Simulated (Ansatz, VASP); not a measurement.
## Hf in VASP and in Ansatz

The input INCAR:

```
PREC = Accurate
ENCUT = 520
EDIFF = 1E-6
ISMEAR = -1
SIGMA = 0.08
LREAL = False
LASPH = True
NELM = 60
ALGO = Normal
ISIF = 2
LWAVE = False
LCHARG = False
GGA = PS
NBANDS = 11
```

Contents of KPOINTS:

```
Automatic mesh
0
Gamma
  15 15 15
```

File POSCAR:

```
Hf
1.0
   -1.6860236848      1.6860236848      1.6860236848
    1.6860236848     -1.6860236848      1.6860236848
    1.6860236848      1.6860236848     -1.6860236848
Hf
1
Direct
    0.0000000000      0.0000000000      0.0000000000
```

Input for Ansatz:

```yaml
crystal:
  lattice:
    - [-1.6860236848, 1.6860236848, 1.6860236848]
    - [1.6860236848, -1.6860236848, 1.6860236848]
    - [1.6860236848, 1.6860236848, -1.6860236848]
  atoms:
    - { symbol: Hf, position: [0.0, 0.0, 0.0] }
kpoints:
  mp_grid: { grid: [15, 15, 15] }
scf:
  occupations: { method: fermi_dirac, width: 0.08 }
hamiltonian:
  xc: pbesol
  pseudopotentials: { kind: paw }
output:
  forces: true
  stress: true
  eigenvalues: true
  populations: true
```

Change from the starting cell: volume scaled by 0.9, PAW files.

Alike in both runs: task single point; functional PBEsol; k mesh 15 × 15 × 15; occupations fermi-dirac, width 0.08 eV; no spin polarisation.

```csv
,VASP,Ansatz
version,VASP 6.6.1,Ansatz 0.2.0
potentials or method,"VASP PAW PBE potentials, release 64 (Hf_pv)","PAW with Ansatz's default frozen-core files, scalar-relativistic"
plane-wave cutoff (eV),520,420
valence electrons in the cell,10,26
```

```tsv
	VASP	Ansatz	Ansatz less VASP
pressure (GPa)	13.1	13.3	+0.20
```

VASP's potentials were made for PBE, not for PBEsol. VASP's potentials hold 10 valence electrons a cell and Ansatz's 26, so a difference there can come from the potentials and not from the codes.

Neither program's run includes spin-orbit coupling.
